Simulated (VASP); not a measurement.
# W8C8Br in VASP: a series of runs

The runs below take W8C8Br through single point, with PBEsol.

Program: VASP 6.6.1. These are calculated values, not measurements. Logs are shortened: lines on timing, memory, paths and dates and some standing lists are left out, and cuts for length are marked.

## (1) The cell of the first run

The cell holds a slab with vacuum, 17 atoms: a = 5.799 Å, b = 5.799 Å, c = 16.247 Å, α = 90.00°, β = 90.00°, γ = 120.00°.

## (2) Single point, PBEsol

The input, INCAR:

```
SYSTEM = W8C8Br
PREC = Accurate ; ENCUT = 520
EDIFF = 1E-6 ; ISMEAR = 0
SIGMA = 0.1 ; LREAL = Auto
LASPH = .TRUE. ; NELM = 100
ALGO = Normal ; ISIF = 2
LWAVE = .FALSE. ; LCHARG = .FALSE.
GGA = PS ; NBANDS = 90
```

The input, KPOINTS:

```
regular mesh
0
G
  3 3 1
  0 0 0
```

The input, POSCAR:

```
W8C8Br
1.0
    5.7986000000      0.0000000000      0.0000000000
   -2.8993000000      5.0217350000      0.0000000000
    0.0000000000      0.0000000000     16.2471000000
W C Br
8 8 1
Direct
    0.0000000000      0.0000000000      0.0615494457
   -0.0007554162     -0.0015108324      0.2339337482
   -0.0000000498      0.4999999004      0.0615494457
   -0.0007554965      0.5007554162      0.2339337482
    0.5000000000      0.0000000000      0.0615494457
    0.5000000000      0.0000000000      0.2403979172
    0.4999999502      0.4999999004      0.0615494457
    0.5015107402      0.5007554162      0.2339337482
    0.3347889719      0.1652110277      0.1428081319
    0.3255939465      0.1744062560      0.3072563104
    0.3347888728      0.6695777455      0.1428081319
    0.3255938436      0.6511876871      0.3072563104
    0.8304222282      0.1652110277      0.1428081319
    0.8488123095      0.1744062560      0.3072563104
    0.8333333001      0.6666666003      0.1398632987
    0.8333333001      0.6666666003      0.3021475217
    0.1666666999      0.3333333997      0.4273522659
```

Potentials or basis: VASP PAW PBE potentials, release 64 (W_sv, C, Br).

Command:

```
$ cat potpaw_PBE.64/W_sv/POTCAR potpaw_PBE.64/C/POTCAR potpaw_PBE.64/Br/POTCAR > POTCAR
$ mpirun -np 1 vasp_std > vasp.out
```

OUTCAR:

```text
SYSTEM = W8C8Br
   PREC = Accurate
   ENCUT = 520
   EDIFF = 1E-6
   ISMEAR = 0
   LREAL = Auto
   LASPH = .TRUE.
   NELM = 100
   ISIF = 2
   GGA = PS

 ion  position               nearest neighbor table
   1  0.000  0.000  0.062-  15 2.10  13 2.14   9 2.14   2 2.80   7 2.90   3 2.90   5 2.90   5 2.90
                             3 2.90   7 2.90
   2  0.999  0.998  0.234-  16 2.00  14 2.03  10 2.03  13 2.24   9 2.24  15 2.26   1 2.80   4 2.89
                             8 2.89   6 2.90   6 2.90   8 2.91   4 2.91
   3  1.000  0.500  0.062-  15 2.10  13 2.14  11 2.14   4 2.80   5 2.90   1 2.90   7 2.90   7 2.90
                             5 2.90   1 2.90
   4  0.999  0.501  0.234-  16 2.00  14 2.03  12 2.03  11 2.24  13 2.24  15 2.26   3 2.80   2 2.89
                             8 2.89   6 2.90   6 2.90   8 2.91   2 2.91
   5  0.500  0.000  0.062-   9 2.12  13 2.12  11 2.12   7 2.90   3 2.90   1 2.90   1 2.90   7 2.90
                             3 2.90   6 2.91
   6  0.500  0.000  0.240-  10 2.06  14 2.06  12 2.06   9 2.30  13 2.30  11 2.30   8 2.90   4 2.90
                             2 2.90   2 2.90   4 2.90   8 2.90   5 2.91
   7  0.500  0.500  0.062-  15 2.10   9 2.14  11 2.14   8 2.80   1 2.90   5 2.90   3 2.90   3 2.90
                             1 2.90   5 2.90
   8  0.502  0.501  0.234-  16 2.00  10 2.03  12 2.03  11 2.24   9 2.24  15 2.26   7 2.80   4 2.89
                             2 2.89   6 2.90   6 2.90   2 2.91   4 2.91
   9  0.335  0.165  0.143-   5 2.12   7 2.14   1 2.14   2 2.24   8 2.24   6 2.30
  10  0.326  0.174  0.307-   8 2.03   2 2.03   6 2.06
  11  0.335  0.670  0.143-   5 2.12   7 2.14   3 2.14   8 2.24   4 2.24   6 2.30
  12  0.326  0.651  0.307-   8 2.03   4 2.03   6 2.06
  13  0.830  0.165  0.143-   5 2.12   1 2.14   3 2.14   2 2.24   4 2.24   6 2.30
  14  0.849  0.174  0.307-   4 2.03   2 2.03   6 2.06
  15  0.833  0.667  0.140-   7 2.10   3 2.10   1 2.10   4 2.26   8 2.26   2 2.26
  16  0.833  0.667  0.302-   4 2.00   8 2.00   2 2.00
  17  0.167  0.333  0.427-

  LATTYP: Found a hexagonal cell.
 ALAT       =     5.7986000000
 C/A-ratio  =     2.8019004587

  Lattice vectors:

 A1 = (   5.7986000000,   0.0000000000,   0.0000000000)
 A2 = (  -2.8993000000,   5.0217350000,   0.0000000000)
 A3 = (   0.0000000000,   0.0000000000,  16.2471000000)

Analysis of symmetry for initial positions (statically):
=====================================================================
 Subroutine PRICEL returns:
 Original cell was already a primitive cell.

 Routine SETGRP: Setting up the symmetry group for a
 hexagonal supercell.

 Subroutine GETGRP returns: Found  6 space group operations
 (whereof  2 operations were pure point group operations)
 out of a pool of 24 trial point group operations.

The static configuration has the point symmetry C_1h.
 The point group associated with its full space group is C_3v.

Analysis of symmetry for dynamics (positions and initial velocities):
=====================================================================
 Subroutine PRICEL returns:
 Original cell was already a primitive cell.

 Routine SETGRP: Setting up the symmetry group for a
 hexagonal supercell.

 Subroutine GETGRP returns: Found  6 space group operations
 (whereof  2 operations were pure point group operations)
 out of a pool of 24 trial point group operations.

The dynamic configuration has the point symmetry C_1h.
 The point group associated with its full space group is C_3v.

 Subroutine INISYM returns: Found  6 space group operations
 (whereof  2 operations are pure point group operations),
 and found     1 'primitive' translations

----------------------------------------------------------------------------------------

                                     Primitive cell

  volume of cell :     473.0998

  direct lattice vectors                    reciprocal lattice vectors
     5.798600000  0.000000000  0.000000000     0.172455420  0.099567181  0.000000000
    -2.899300000  5.021735000  0.000000000     0.000000000  0.199134363  0.000000000
     0.000000000  0.000000000 16.247100000     0.000000000  0.000000000  0.061549446

  length of vectors
     5.798600000  5.798600081 16.247100000     0.199134366  0.199134363  0.061549446

  position of ions in fractional coordinates (direct lattice)
     0.000000000  0.000000000  0.061549446
     0.999244584  0.998489168  0.233933748
     0.999999950  0.499999900  0.061549446
     0.999244504  0.500755416  0.233933748
     0.500000000  0.000000000  0.061549446
     0.500000000  0.000000000  0.240397917
[... 9 lines left out ...]
     0.833333300  0.666666600  0.302147522
     0.166666700  0.333333400  0.427352266

  ion indices of the primitive-cell ions
   primitive index   ion index
                 1           1
                 2           2
                 3           3
                 4           4
                 5           5
                 6           6
[... 9 lines left out ...]
                16          16
                17          17

----------------------------------------------------------------------------------------

 KPOINTS: regular mesh

Automatic generation of k-mesh.
 Grid dimensions read from file:
 generate k-points for:    3    3    1

 Generating k-lattice:

  Cartesian coordinates                     Fractional coordinates (reciprocal lattice)
     0.057485140  0.033189060  0.000000000     0.333333333  0.000000000  0.000000000
     0.000000000  0.066378121  0.000000000     0.000000000  0.333333333  0.000000000
     0.000000000  0.000000000  0.061549446     0.000000000  0.000000000  1.000000000

  Length of vectors
     0.066378122  0.066378121  0.061549446

  Shift w.r.t. Gamma in fractional coordinates (k-lattice)
     0.000000000  0.000000000  0.000000000

 Subroutine IBZKPT returns following result:
 ===========================================

 Found      3 irreducible k-points:

 Following reciprocal coordinates:
            Coordinates               Weight
  0.000000  0.000000  0.000000      1.000000
  0.333333 -0.000000  0.000000      6.000000
  0.333333  0.333333  0.000000      2.000000
   k-points           NKPTS =      3   k-points in BZ     NKDIM =      3   number of bands    NBANDS=     90
   number of dos      NEDOS =    301   number of ions     NIONS =     17
   total plane-waves  NPLWV = 290304
   dimension x,y,z NGX =    48 NGY =   48 NGZ =  126
   dimension x,y,z NGXF=    96 NGYF=   96 NGZF=  252
   ions per type =               8   8   1
   NGX,Y,Z   is equivalent  to a cutoff of  13.76, 13.76, 12.89 a.u.
   NGXF,Y,Z  is equivalent  to a cutoff of  27.52, 27.52, 25.79 a.u.
 SYSTEM =  W8C8Br
   PREC   = accura    normal or accurate (medium, high low for compatibility)
   ISTART =      0    job   : 0-new  1-cont  2-samecut
   ICHARG =      2    charge: 1-file 2-atom 10-const
   ISPIN  =      1    spin polarized calculation?
   LNONCOLLINEAR =      F non collinear calculations
   LSORBIT =      F    spin-orbit coupling
   LASPH  =      T    aspherical Exc in radial PAW
   ENCUT  =  520.0 eV  38.22 Ry    6.18 a.u.  10.78 10.78 30.21*2*pi/ulx,y,z
   NELM   =    100;   NELMIN=  2; NELMDL= -5     # of ELM steps
   EDIFF  = 0.1E-05   stopping-criterion for ELM
   LREAL  =      T    real-space projection
   EDIFFG = 0.1E-04   stopping-criterion for IOM
   NSW    =      0    number of steps for IOM
[... 5 lines left out ...]
   TEBEG  =    0.0;   TEEND  =   0.0 temperature during run
   PSTRESS=    0.0 pullay stress
   NELECT =     151.0000    total number of electrons
   NUPDOWN=      -1.0000    fix difference up-down
   EMIN   =  10.00;   EMAX   =-10.00  energy-range for DOS
   EFERMI =   0.00;   METHOD = LEGACY
   ISMEAR =     0;   SIGMA  =   0.10  broadening in eV -4-tet -1-fermi 0-gaus
   EFERMI_NEDOS =   21; number of points for ismear=-14 and -15
   IALGO  =     38    algorithm
   IMIX   =      4    mixing-type and parameters
     AMIX     =   0.40;   BMIX     =  1.00
     AMIX_MAG =   1.60;   BMIX_MAG =  1.00
  volume/ion in A,a.u.               =      27.83       187.80
  Fermi-wavevector in a.u.,A,eV,Ry     =   1.118793  2.114211 17.030367  1.251697
  Thomas-Fermi vector in A             =   2.255426
   LORBIT       =      0    0 simple, 1 ext, 2 COOP (PROOUT), +10 PAW based schemes
   GGA     = PS    functional components
   LHFCALC =     F    Hartree Fock is set to
   AEXX    =    0.0000 exact exchange contribution
   IVDW    =     0    specifies the selected vdW correction
   LEPSILON=     F    determine dielectric tensor
   LRPA    =     F    only Hartree local field effects (RPA)
 non-spin polarized calculation
 Gauss-broadening in eV      SIGMA  =   0.10
  energy-cutoff  :      520.00
  volume of cell :      473.10
 maximum number of plane-waves:     12753
 NGX is ok and might be reduce to    48
   NGX = 21   NGY = 21   NGZ = 61

 number of electron     150.9999990 magnetization

 Free energy of the ion-electron system (eV)
  ---------------------------------------------------
  ext. energy  EPLUGINS =         0.00000000
  ---------------------------------------------------
  free energy    TOTEN  =      -174.30861326 eV

  energy without entropy =     -174.29837828  energy(sigma->0) =     -174.30349577

 E-fermi :   0.5932     XC(G=0):  -6.6546

 val. band max:        0.5448778257   @ k =   0.3333   0.3333   0.0000
 cond. band min:       0.8769032620   @ k =   0.3333   0.3333   0.0000
 fundamental gap:      0.3320254363
 Fermi energy:         0.5931765303

 k-point     1 :       0.0000    0.0000    0.0000
  band No.  band energies     occupation
      1     -73.2055      2.00000
      2     -73.1530      2.00000
      3     -73.1032      2.00000
      4     -73.0807      2.00000
      5     -73.0807      2.00000
      6     -73.0004      2.00000
[... 79 lines left out ...]
     86       3.2233      0.00000
     87       4.0001      0.00000

 k-point     2 :       0.3333   -0.0000    0.0000
  band No.  band energies     occupation
      1     -73.2035      2.00000
      2     -73.1421      2.00000
      3     -73.1069      2.00000
      4     -73.0881      2.00000
      5     -73.0807      2.00000
      6     -72.9927      2.00000
[... 79 lines left out ...]
     86       2.9525      0.00000
     87       3.1833      0.00000

 k-point     3 :       0.3333    0.3333    0.0000
  band No.  band energies     occupation
      1     -73.2025      2.00000
      2     -73.1348      2.00000
      3     -73.1028      2.00000
      4     -73.1026      2.00000
      5     -73.0778      2.00000
      6     -72.9817      2.00000
[... 79 lines left out ...]
     86       3.0670      0.00000
     87       3.1953      0.00000
 [bands above 87 left out]

------------------------ aborting loop because EDIFF is reached ----------------------------------------

  FORCE on cell =-STRESS in cart. coord.  units (eV):
  Direction    XX          YY          ZZ          XY          YZ          ZX
  --------------------------------------------------------------------------------------
  -------------------------------------------------------------------------------------
  Total       -0.1831389     -0.1831389      1.0155283     -0.0000000      0.0000000     -0.0000000
  in kB       -0.6202094     -0.6202094      3.4391399     -0.0000000      0.0000000     -0.0000000
  external PRESSURE =       0.7329070 kB  Pullay stress =       0.0000000 kB

 VOLUME and BASIS-vectors are now :
 -----------------------------------------------------------------------------
  energy-cutoff  :      520.00
  volume of cell :      473.10
      direct lattice vectors                 reciprocal lattice vectors
     5.798600000  0.000000000  0.000000000     0.172455420  0.099567181  0.000000000
    -2.899300000  5.021735000  0.000000000     0.000000000  0.199134363  0.000000000
     0.000000000  0.000000000 16.247100000     0.000000000  0.000000000  0.061549446

 POSITION                                       TOTAL-FORCE (eV/Angst)
 -----------------------------------------------------------------------------------
      0.00000      0.00000      1.00000         0.000000      0.107308     -0.234318
      2.89930      5.01415      3.80075        -0.000000      0.010430     -0.018371
      4.34895      2.51087      1.00000         0.092931     -0.053654     -0.234318
      4.34238      2.51466      3.80075         0.009033     -0.005215     -0.018371
      2.89930      0.00000      1.00000         0.000000      0.000000      0.419474
      2.89930      0.00000      3.90577         0.000000      0.000000      0.007415
[... 9 lines left out ...]
      2.89930      3.34782      4.90902         0.000000      0.000000      0.110034
      0.00000      1.67391      6.94323         0.000000      0.000000      0.010041
 -----------------------------------------------------------------------------------
    total drift:                                0.000746      0.004376      0.023720

  FREE ENERGIE OF THE ION-ELECTRON SYSTEM (eV)
  ---------------------------------------------------
  free  energy   TOTEN  =      -174.3086132627 eV

  energy  without entropy=     -174.2983782771  energy(sigma->0) =     -174.30349577
```

Run time: 5.1 min. Hardware: 1 thread of Intel Xeon Platinum 8488C (Sapphire Rapids), shared host; peak memory 0.61 GiB.

What came out:

```yaml
Free_energy: -174.3086 eV
Largest_force: 0.419 eV/Å
Band_gap_on_the_k_mesh: zero (an odd number of electrons rules out a gap without spin polarisation)
```

Forces in eV/Å, atoms in the order of the input:
```
W    0.000  0.107 -0.234
W    0.000  0.010 -0.018
W    0.093 -0.054 -0.234
W    0.009 -0.005 -0.018
W    0.000  0.000  0.419
W    0.000  0.000  0.007
W   -0.093 -0.054 -0.234
W   -0.009 -0.005 -0.018
C    0.016 -0.009 -0.006
C    0.001 -0.001  0.076
C    0.000  0.018 -0.006
C    0.000  0.001  0.076
C   -0.016 -0.009 -0.006
C   -0.001 -0.001  0.076
C    0.000  0.000  0.003
C    0.000  0.000  0.110
Br   0.000  0.000  0.010
```

Caveat: the k points lie up to 0.42 Å⁻¹ apart, too coarse for converged energies and pressures of a metal; there is no dipole correction, which matters where the two faces differ; the PAW data sets were made with another functional, which shifts forces and pressure a little; spin-orbit coupling is left out, which moves the levels of the heavy elements; an odd number of electrons without spin polarisation forces a metal; a magnetic or distorted state may lie lower.

(Continued in part 2 of 2.)

The gap in the log of VASP goes by the Fermi energy; the results here count the filled bands.